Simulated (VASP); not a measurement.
# Si3N4 (P6_3/m) in VASP: further runs

Si3N4 is run at these levels: PBE+D3(BJ); tasks: single point.

Program: VASP 6.6.1. These are calculated values, not measurements. Logs are shortened: lines on timing, memory, paths and dates and some standing lists are left out, and cuts for length are marked.

### 1 The cell of the first run

It takes space group P6_3/m (No. 176, hexagonal). Conventional cell: a = 7.372 Å, b = 7.372 Å, c = 2.830 Å, α = 90.00°, β = 90.00°, γ = 120.00°. Within 2.2 Å of Si (site symmetry m) lie 4 N at 1.68 to 1.69 Å. N (site symmetry m) has 3 Si at 1.69 Å within 2.2 Å. Within 2.2 Å of N (site symmetry -6) lie 3 Si at 1.68 Å.

### 2 Single point, PBE+D3(BJ) (9.51 Å³/atom)

File INCAR:

```
PREC     = Accurate       # precision mode
ENCUT    = 520            # plane-wave cutoff, eV
EDIFF    = 1E-6           # SCF threshold, eV
ISMEAR   = 0              # smearing method
SIGMA    = 0.02           # smearing width, eV
LREAL    = F              # projectors in reciprocal space
LASPH    = T              # aspherical terms in the spheres
NELM     = 80             # most SCF steps
ALGO     = Normal         # electronic algorithm
ISIF     = 2              # what is computed and relaxed
LWAVE    = F              # write WAVECAR
LCHARG   = F              # write CHGCAR
GGA      = PE             # functional
IVDW     = 12             # dispersion correction
NBANDS   = 45             # bands
```

File KPOINTS:

```
Automatic mesh
0
Gamma
  6 6 8
```

File POSCAR:

```
Si3N4
1.0
    7.3724879452      0.0000000000      0.0000000000
   -3.6862439726      6.3847618497      0.0000000000
    0.0000000000      0.0000000000      2.8295867389
Si N
6 8
Direct
    0.7610582165      0.1675982012      0.3256285714
    0.5934600153      0.7610582165      0.8256285714
    0.8324017988      0.5934600153      0.3256285714
    0.2389417835      0.8324017988      0.8256285714
    0.4065399847      0.2389417835      0.3256285714
    0.1675982012      0.4065399847      0.8256285714
    0.0238244980      0.3282318658      0.3256285714
    0.6955926323      0.0238244980      0.8256285714
    0.6717681342      0.6955926323      0.3256285714
    0.9761755020      0.6717681342      0.8256285714
    0.3044073677      0.9761755020      0.3256285714
    0.3282318658      0.3044073677      0.8256285714
    0.3333333333      0.6666666667     -0.1743714286
    0.6666666667      0.3333333333      0.3256285714
```

Potentials or basis: VASP PAW PBE potentials, release 64 (Si, N).

Launch:

```bash
$ cat potpaw_PBE.64/Si/POTCAR potpaw_PBE.64/N/POTCAR > POTCAR
$ mpirun -np 1 vasp_std > vasp.out
```

OUTCAR:

```text
PREC = Accurate
   ENCUT = 520
   EDIFF = 1E-6
   ISMEAR = 0
   LREAL = F
   LASPH = T
   NELM = 80
   ISIF = 2
   GGA = PE
   IVDW = 12
 IVDW          = 12

 ion  position               nearest neighbor table
   1  0.761  0.168  0.326-  14 1.68   8 1.69   8 1.69   7 1.69   5 2.91   3 2.91   6 2.97   6 2.97
                             2 2.97   2 2.97
   2  0.593  0.761  0.826-  13 1.68   9 1.69   9 1.69   8 1.69   4 2.91   6 2.91   3 2.97   3 2.97
                             1 2.97   1 2.97
   3  0.832  0.593  0.326-  14 1.68  10 1.69  10 1.69   9 1.69   5 2.91   1 2.91   2 2.97   2 2.97
                             4 2.97   4 2.97
   4  0.239  0.832  0.826-  13 1.68  11 1.69  11 1.69  10 1.69   2 2.91   6 2.91   3 2.97   3 2.97
                             5 2.97   5 2.97
   5  0.407  0.239  0.326-  14 1.68  12 1.69  12 1.69  11 1.69   1 2.91   3 2.91   6 2.97   6 2.97
                             4 2.97   4 2.97
   6  0.168  0.407  0.826-  13 1.68   7 1.69   7 1.69  12 1.69   2 2.91   4 2.91   5 2.97   5 2.97
                             1 2.97   1 2.97
   7  0.024  0.328  0.326-   6 1.69   6 1.69   1 1.69
   8  0.696  0.024  0.826-   1 1.69   1 1.69   2 1.69
   9  0.672  0.696  0.326-   2 1.69   2 1.69   3 1.69
  10  0.976  0.672  0.826-   3 1.69   3 1.69   4 1.69
  11  0.304  0.976  0.326-   4 1.69   4 1.69   5 1.69
  12  0.328  0.304  0.826-   5 1.69   5 1.69   6 1.69
  13  0.333  0.667  0.826-   4 1.68   6 1.68   2 1.68
  14  0.667  0.333  0.326-   1 1.68   3 1.68   5 1.68

  LATTYP: Found a hexagonal cell.
 ALAT       =     7.3724879452
 C/A-ratio  =     0.3838035084

  Lattice vectors:

 A1 = (   7.3724879452,   0.0000000000,   0.0000000000)
 A2 = (  -3.6862439726,   6.3847618497,   0.0000000000)
 A3 = (   0.0000000000,   0.0000000000,   2.8295867389)

Analysis of symmetry for initial positions (statically):
=====================================================================
 Subroutine PRICEL returns:
 Original cell was already a primitive cell.

 Routine SETGRP: Setting up the symmetry group for a
 hexagonal supercell.

 Subroutine GETGRP returns: Found 12 space group operations
 (whereof  3 operations were pure point group operations)
 out of a pool of 24 trial point group operations.

The static configuration has the point symmetry C_3 .
 The point group associated with its full space group is C_6h.

Analysis of symmetry for dynamics (positions and initial velocities):
=====================================================================
 Subroutine PRICEL returns:
 Original cell was already a primitive cell.

 Routine SETGRP: Setting up the symmetry group for a
 hexagonal supercell.

 Subroutine GETGRP returns: Found 12 space group operations
 (whereof  3 operations were pure point group operations)
 out of a pool of 24 trial point group operations.

The dynamic configuration has the point symmetry C_3 .
 The point group associated with its full space group is C_6h.

 Subroutine INISYM returns: Found 12 space group operations
 (whereof  3 operations are pure point group operations),
 and found     1 'primitive' translations

----------------------------------------------------------------------------------------

                                     Primitive cell

  volume of cell :     133.1931

  direct lattice vectors                    reciprocal lattice vectors
     7.372487945  0.000000000  0.000000000     0.135639422  0.078311457  0.000000000
    -3.686243973  6.384761850  0.000000000     0.000000000  0.156622913  0.000000000
     0.000000000  0.000000000  2.829586739     0.000000000  0.000000000  0.353408498

  length of vectors
     7.372487945  7.372487945  2.829586739     0.156622913  0.156622913  0.353408498

  position of ions in fractional coordinates (direct lattice)
     0.761058216  0.167598201  0.325628571
     0.593460015  0.761058216  0.825628571
     0.832401799  0.593460015  0.325628571
     0.238941784  0.832401799  0.825628571
     0.406539985  0.238941784  0.325628571
     0.167598201  0.406539985  0.825628571
     0.023824498  0.328231866  0.325628571
     0.695592632  0.023824498  0.825628571
     0.671768134  0.695592632  0.325628571
     0.976175502  0.671768134  0.825628571
     0.304407368  0.976175502  0.325628571
[... 33 lines left out ...]
     0.000000000  0.026103819  0.000000000     0.000000000  0.166666667  0.000000000
     0.000000000  0.000000000  0.044176062     0.000000000  0.000000000  0.125000000

  Length of vectors
     0.026103819  0.026103819  0.044176062

  Shift w.r.t. Gamma in fractional coordinates (k-lattice)
     0.000000000  0.000000000  0.000000000

 Subroutine IBZKPT returns following result:
 ===========================================

 Found     40 irreducible k-points:

 Following reciprocal coordinates:
            Coordinates               Weight
  0.000000  0.000000  0.000000      1.000000
  0.166667  0.000000  0.000000      6.000000
  0.333333  0.000000  0.000000      6.000000
  0.500000  0.000000  0.000000      3.000000
  0.166667  0.166667  0.000000      6.000000
  0.333333  0.166667  0.000000      6.000000
[... 16 lines left out ...]
 -0.333333  0.500000 -0.250000     12.000000
  0.333333  0.333333  0.250000      4.000000
 [... further k-points ...]
   k-points           NKPTS =     40   k-points in BZ     NKDIM =     40   number of bands    NBANDS=     45
   number of dos      NEDOS =    301   number of ions     NIONS =     14
   total plane-waves  NPLWV =  75264
   dimension x,y,z NGX =    56 NGY =   56 NGZ =   24
   dimension x,y,z NGXF=   112 NGYF=  112 NGZF=   48
   ions per type =               6   8
   NGX,Y,Z   is equivalent  to a cutoff of  12.63, 12.63, 14.10 a.u.
   NGXF,Y,Z  is equivalent  to a cutoff of  25.26, 25.26, 28.20 a.u.
 SYSTEM =  unknown system
   PREC   = accura    normal or accurate (medium, high low for compatibility)
   ISTART =      0    job   : 0-new  1-cont  2-samecut
   ICHARG =      2    charge: 1-file 2-atom 10-const
   ISPIN  =      1    spin polarized calculation?
   LNONCOLLINEAR =      F non collinear calculations
   LSORBIT =      F    spin-orbit coupling
   LASPH  =      T    aspherical Exc in radial PAW
   ENCUT  =  520.0 eV  38.22 Ry    6.18 a.u.  13.71 13.71  5.26*2*pi/ulx,y,z
   NELM   =     80;   NELMIN=  2; NELMDL= -5     # of ELM steps
   EDIFF  = 0.1E-05   stopping-criterion for ELM
   LREAL  =      F    real-space projection
   EDIFFG = 0.1E-04   stopping-criterion for IOM
   NSW    =      0    number of steps for IOM
   IBRION =     -1    ionic relax: 0-MD 1-quasi-New 2-CG
   NFREE  =      0    steps in history (QN), initial steepest desc. (CG)
   ISIF   =      2    stress and relaxation
   ISYM   =      2    0-nonsym 1-usesym 2-fastsym
   POTIM  = 0.5000    time-step for ionic-motion
   TEBEG  =    0.0;   TEEND  =   0.0 temperature during run
   PSTRESS=    0.0 pullay stress
   NELECT =      64.0000    total number of electrons
   NUPDOWN=      -1.0000    fix difference up-down
   EMIN   =  10.00;   EMAX   =-10.00  energy-range for DOS
   EFERMI =   0.00;   METHOD = LEGACY
   ISMEAR =     0;   SIGMA  =   0.02  broadening in eV -4-tet -1-fermi 0-gaus
   EFERMI_NEDOS =   21; number of points for ismear=-14 and -15
   IALGO  =     38    algorithm
   IMIX   =      4    mixing-type and parameters
     AMIX     =   0.40;   BMIX     =  1.00
     AMIX_MAG =   1.60;   BMIX_MAG =  1.00
  volume/ion in A,a.u.               =       9.51        64.20
  Fermi-wavevector in a.u.,A,eV,Ry     =   1.282254  2.423110 22.370380  1.644177
  Thomas-Fermi vector in A             =   2.414577
   LORBIT       =      0    0 simple, 1 ext, 2 COOP (PROOUT), +10 PAW based schemes
   GGA     = PE    functional components
   LHFCALC =     F    Hartree Fock is set to
   AEXX    =    0.0000 exact exchange contribution
   IVDW    =    12    specifies the selected vdW correction
   LEPSILON=     F    determine dielectric tensor
   LRPA    =     F    only Hartree local field effects (RPA)
 non-spin polarized calculation
 Gauss-broadening in eV      SIGMA  =   0.02
  energy-cutoff  :      520.00
  volume of cell :      133.19
 maximum number of plane-waves:      3623
   NGX = 27   NGY = 27   NGZ = 11

 number of electron      63.9999999 magnetization

 Free energy of the ion-electron system (eV)
  ---------------------------------------------------
  ext. energy  EPLUGINS =         0.00000000
  ---------------------------------------------------
  free energy    TOTEN  =      -113.13008270 eV

  energy without entropy =     -113.13008270  energy(sigma->0) =     -113.13008270

 E-fermi :   7.8661     XC(G=0): -11.2157

 val. band max:        7.7434305908   @ k =   0.0000   0.0000   0.1250
 cond. band min:      12.3419424703   @ k =   0.0000   0.0000   0.0000
 fundamental gap:      4.5985118795
 Fermi energy:         7.8661385821

 k-point     1 :       0.0000    0.0000    0.0000
  band No.  band energies     occupation
      1     -11.1485      2.00000
      2      -9.4829      2.00000
      3      -9.4829      2.00000
      4      -8.7900      2.00000
      5      -8.7318      2.00000
      6      -8.7318      2.00000
[... 1117 lines left out ...]
     43      16.5159      0.00000
     44      16.5159      0.00000

 [... further k-points ...]

 [bands above 44 left out]

------------------------ aborting loop because EDIFF is reached ----------------------------------------

 Edisp (eV)   -3.94542

 E8    (eV) :    -1.4048

  FORCE on cell =-STRESS in cart. coord.  units (eV):
  Direction    XX          YY          ZZ          XY          YZ          ZX
  --------------------------------------------------------------------------------------
  -------------------------------------------------------------------------------------
  Total      22.25527    22.25527    22.24745     0.00000    -0.00000     0.00000
  in kB     267.70820   267.70820   267.61413     0.00000    -0.00000     0.00000
  external pressure =      267.68 kB  Pullay stress =        0.00 kB

 VOLUME and BASIS-vectors are now :
 -----------------------------------------------------------------------------
  energy-cutoff  :      520.00
  volume of cell :      133.19
      direct lattice vectors                 reciprocal lattice vectors
     7.372487945  0.000000000  0.000000000     0.135639422  0.078311457  0.000000000
    -3.686243973  6.384761850  0.000000000     0.000000000  0.156622913  0.000000000
     0.000000000  0.000000000  2.829586739     0.000000000  0.000000000  0.353408498

 POSITION                                       TOTAL-FORCE (eV/Angst)
 -----------------------------------------------------------------------------------
      4.99308      1.07007      0.92139         0.006604      0.006938      0.000000
      1.56983      4.85918      2.33619        -0.002707      0.009188      0.000000
      3.94923      3.78910      0.92139        -0.009311      0.002250      0.000000
     -1.30684      5.31469      2.33619        -0.006604     -0.006938      0.000000
      2.11641      1.52559      0.92139         0.002707     -0.009188      0.000000
     -0.26299      2.59566      2.33619         0.009311     -0.002250      0.000000
     -1.03430      2.09568      0.92139        -0.002547     -0.010177     -0.000000
      5.04043      0.15211      2.33619         0.007540     -0.007294     -0.000000
      2.38848      4.44119      0.92139         0.010087      0.002883      0.000000
      4.72054      4.28908      2.33619         0.002547      0.010177     -0.000000
     -1.35418      6.23265      0.92139        -0.007540      0.007294     -0.000000
      1.29777      1.94357      2.33619        -0.010087     -0.002883     -0.000000
     -0.00000      4.25651      2.33619        -0.000000      0.000000      0.000000
      3.68624      2.12825      0.92139        -0.000000      0.000000     -0.000000
 -----------------------------------------------------------------------------------
    total drift:                               -0.000000     -0.000000     -0.000084

  FREE ENERGIE OF THE ION-ELECTRON SYSTEM (eV)
  ---------------------------------------------------
  free  energy   TOTEN  =      -117.0755044012 eV

  energy  without entropy=     -117.0755044012  energy(sigma->0) =     -117.07550440
```

It took 7.3 min on 1 thread of Intel Xeon 8259CL, shared host; peak memory 0.36 GiB.

Results:

- Free energy: -117.0755 eV
- Pressure: 26.8 GPa
- Largest force: 0.010 eV/Å
- Band gap on the k mesh: 4.60 eV (least direct gap 4.82 eV)
- Dispersion energy per atom: -0.282 eV

Forces in eV/Å, atoms in the order of the input:
```
Si   0.007  0.007  0.000
Si  -0.003  0.009  0.000
Si  -0.009  0.002  0.000
Si  -0.007 -0.007  0.000
Si   0.003 -0.009  0.000
Si   0.009 -0.002  0.000
N   -0.003 -0.010  0.000
N    0.008 -0.007  0.000
N    0.010  0.003  0.000
N    0.003  0.010  0.000
N   -0.008  0.007  0.000
N   -0.010 -0.003  0.000
N    0.000  0.000  0.000
N    0.000  0.000  0.000
```

Levels at points of the mesh, in eV from the valence-band top:
| k point | band 30 | band 31 | band 32 | band 33 | band 34 | band 35 |
| --- | --- | --- | --- | --- | --- | --- |
| (0.00, 0.00, 0.00) | -0.54 | -0.35 | -0.22 | 4.60 | 5.13 | 5.42 |
| (0.50, 0.00, 0.00) | -0.78 | -0.38 | -0.29 | 5.08 | 5.13 | 5.24 |
| (0.00, 0.00, 0.50) | -1.75 | -1.59 | -1.59 | 5.01 | 5.01 | 5.01 |
| (0.50, 0.00, 0.50) | -1.62 | -1.19 | -1.19 | 5.22 | 5.22 | 6.20 |

Caveat: the cell stands under pressure.

### 3 Single point, PBE+D3(BJ) (9.83 Å³/atom)

This run uses another cell than the first one, of 9.83 Å³/atom.

File INCAR:

```
PREC = Accurate
ENCUT = 520
EDIFF = 1E-6
ISMEAR = 0
SIGMA = 0.02
LREAL = False
LASPH = True
NELM = 60
ALGO = Normal
ISIF = 2
LWAVE = False
LCHARG = False
GGA = PE
IVDW = 12
NBANDS = 45
```

File KPOINTS:

```
regular mesh
0
Gamma
  6 6 8
```

File POSCAR:

```
Si3N4
1.0
    7.4570113048      0.0000000000      0.0000000000
   -3.7285056524      6.4579612262      0.0000000000
    0.0000000000      0.0000000000      2.8569853405
Si N
6 8
Direct
    0.7636736093      0.1700901734      0.3256285714
    0.5935834359      0.7636736093      0.8256285714
    0.8299098266      0.5935834359      0.3256285714
    0.2363263907      0.8299098266      0.8256285714
    0.4064165641      0.2363263907      0.3256285714
    0.1700901734      0.4064165641      0.8256285714
    0.0261013872      0.3289154292      0.3256285714
    0.6971859580      0.0261013872      0.8256285714
    0.6710845708      0.6971859580      0.3256285714
    0.9738986128      0.6710845708      0.8256285714
    0.3028140420      0.9738986128      0.3256285714
    0.3289154292      0.3028140420      0.8256285714
    0.3333333333      0.6666666667     -0.1743714286
    0.6666666667      0.3333333333      0.3256285714
```

Potentials or basis: VASP PAW PBE potentials, release 64 (Si, N).

Launch:

```bash
$ cat potpaw_PBE.64/Si/POTCAR potpaw_PBE.64/N/POTCAR > POTCAR
$ mpirun -np 1 vasp_std > vasp.out
```

It took 7.8 min on 1 thread of Intel Xeon 8259CL, shared host; peak memory 0.36 GiB.

It converged, with:

* Free energy: -117.6683 eV
* Pressure: 16.4 GPa
* Largest force: 0.004 eV/Å
* Band gap on the k mesh: 4.51 eV (least direct gap 4.72 eV)
* Dispersion energy per atom: -0.273 eV

Forces in eV/Å, atoms in the order of the input:
```
Si   0.001  0.002  0.000
Si  -0.001  0.002  0.000
Si  -0.002  0.000  0.000
Si  -0.001 -0.002  0.000
Si   0.001 -0.002  0.000
Si   0.002  0.000  0.000
N    0.003 -0.003  0.000
N    0.004  0.001  0.000
N    0.001  0.004  0.000
N   -0.003  0.003  0.000
N   -0.004 -0.001  0.000
N   -0.001 -0.004  0.000
N    0.000  0.000  0.000
N    0.000  0.000  0.000
```

Levels at points of the mesh, in eV from the valence-band top:
```csv
k point,band 30,band 31,band 32,band 33,band 34,band 35
"(0.00, 0.00, 0.00)",-0.51,-0.36,-0.21,4.51,5.05,5.23
"(0.50, 0.00, 0.00)",-0.78,-0.36,-0.27,4.93,4.99,5.11
"(0.00, 0.00, 0.50)",-1.70,-1.49,-1.49,4.91,4.91,4.91
"(0.50, 0.00, 0.50)",-1.57,-1.14,-1.14,5.08,5.08,6.09
```

Caveat: the cell stands under pressure.
